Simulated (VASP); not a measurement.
BN (Qingsongite), 2 atoms in the cell. Symmetry: F-43m, No. 216, cubic system. The conventional cell has a = 3.566 Å, b = 3.566 Å, c = 3.566 Å, α = 90.00°, β = 90.00°, γ = 90.00°. B (site symmetry -43m) has 4 N at 1.54 Å within 2.1 Å. Within 2.1 Å of N (site symmetry -43m) lie 4 B at 1.54 Å. 

- Program: VASP 6.6.1
- Task: single point
- Functional: PBEsol
- Potentials or basis: VASP PAW PBE potentials, release 64 (B, N)
- Cutoff: 520 eV
- k mesh: 10 × 10 × 10
- Occupations: gaussian, width 0.01 eV
- Spin: no spin polarisation
- Dipole correction: no
- Further INCAR settings: ALGO = Normal; EDIFF = 1e-06; NBANDS = 11

Potentials or basis: VASP PAW PBE potentials, release 64 (B, N).

The run is started by

```bash
$ cat potpaw_PBE.64/B/POTCAR potpaw_PBE.64/N/POTCAR > POTCAR
$ mpirun -np 1 vasp_std > vasp.out
```

Hardware: 1 thread of Intel(R) Xeon(R) 6975P-C (Granite Rapids), with other jobs on the host.

Problem. How long does it take, and how much memory?

Solution. It took 2.7 s on 1 thread of Intel(R) Xeon(R) 6975P-C (Granite Rapids) (shared host), peak memory 0.12 GiB. Counts: scf iterations 12, k points 47.
